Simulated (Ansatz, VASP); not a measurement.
# Two plane-wave programs on Cs

```
Cs
1.0
    -2.88408    2.88408    2.88408
     2.88408   -2.88408    2.88408
     2.88408    2.88408   -2.88408
Cs
1
Cartesian
  0.0000 0.0000 0.0000
```

Alike in both runs: task single point; functional LDA; k mesh 8 × 8 × 8; occupations gaussian, width 0.6 eV; no spin polarisation.

|  | VASP | Ansatz |
| --- | --- | --- |
| version | VASP 6.6.1 | Ansatz 0.2.0 |
| potentials or method | VASP PAW LDA potentials, release 64 (Cs_sv), cutoff 520 eV | plane waves (420 eV) with PAW, scalar-relativistic |
| valence electrons in the cell | 9 | 9 |

|  | VASP | Ansatz | Ansatz less VASP |
| --- | --- | --- | --- |
| pressure (GPa) | 0.0 | 0.0 | +0.01 |

Ansatz warns that its potentials were made for another functional, while VASP's fit it. LDA's correlation is that of Perdew and Zunger in VASP and of Perdew and Wang (1992) in Ansatz.

Spin-orbit coupling is off throughout.
